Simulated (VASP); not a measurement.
A run of VASP 6.6.1:

Contents of INCAR:

```
SYSTEM = Se
  ALGO = Normal
  EDIFF = 1E-6
  ENCUT = 520
  GGA = PE
  ISIF = 2
  ISMEAR = -1
  LASPH = .TRUE.
  LCHARG = .FALSE.
  LREAL = .FALSE.
  LWAVE = .FALSE.
  NBANDS = 9
  NELM = 100
  PREC = Accurate
  SIGMA = 0.1
```

File KPOINTS:

```
k-points
0
G
  14 14 14
  0 0 0
```

File POSCAR:

```
Se
1.0
   -1.7195263245      1.7195263245      1.7195263245
    1.7195263245     -1.7195263245      1.7195263245
    1.7195263245      1.7195263245     -1.7195263245
Se
1
Direct
    0.0000000000      0.0000000000      0.0000000000
```

Potentials or basis: VASP PAW PBE potentials, release 64 (Se).

Command:

```console
$ cat potpaw_PBE.64/Se/POTCAR > POTCAR
$ mpirun -np 1 vasp_std > vasp.out
```

Hardware: 1 thread of Intel(R) Xeon(R) Platinum 8488C (Sapphire Rapids), with other jobs on the host.

Q: How long does it take, and how much memory?

A: Run time: 6.9 s on 1 thread of Intel(R) Xeon(R) Platinum 8488C (Sapphire Rapids), with other jobs on the host, peak memory 0.14 GiB. Counts: scf iterations 9, k points 104.
